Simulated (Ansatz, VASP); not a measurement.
## Two plane-wave programs on Zn

```
Zn
1.0
     2.61513    0.00000    0.00000
    -1.30756    2.26476    0.00000
     0.00000    0.00000    5.13112
Zn
2
Direct
  0.33333 0.66667 0.16712
  0.66667 0.33333 0.83288
```

Alike in both runs: task single point; functional PBE; k mesh 6 × 6 × 4; occupations gaussian, width 0.1 eV; no spin polarisation.

|  | VASP | Ansatz |
| --- | --- | --- |
| version | VASP 6.6.1 | Ansatz 0.2.0 |
| potentials or method | VASP PAW PBE potentials, release 64 (Zn), cutoff 520 eV | scalar-relativistic, plane waves, PAW |
| valence electrons in the cell | 24 | 24 |

```csv
,VASP,Ansatz,Ansatz less VASP
gap on the k mesh at the Fermi level (eV),none,none,-
pressure (GPa),25.8,24.7,-1.05
"traceless stress, the component that is largest in VASP (GPa)",5.83,5.80,-0.037
rms of the force components (eV/Å),2.429,2.378,-0.0516
```

Atom by atom the forces differ by 0.052 eV/Å (rms over components). A gap of «none» marks a metal or a gap that the smearing closes. With one functional, cell and mesh, what is left measures potentials, basis and numerics.

The k mesh is coarse, so the values compare programs but aren't converged.
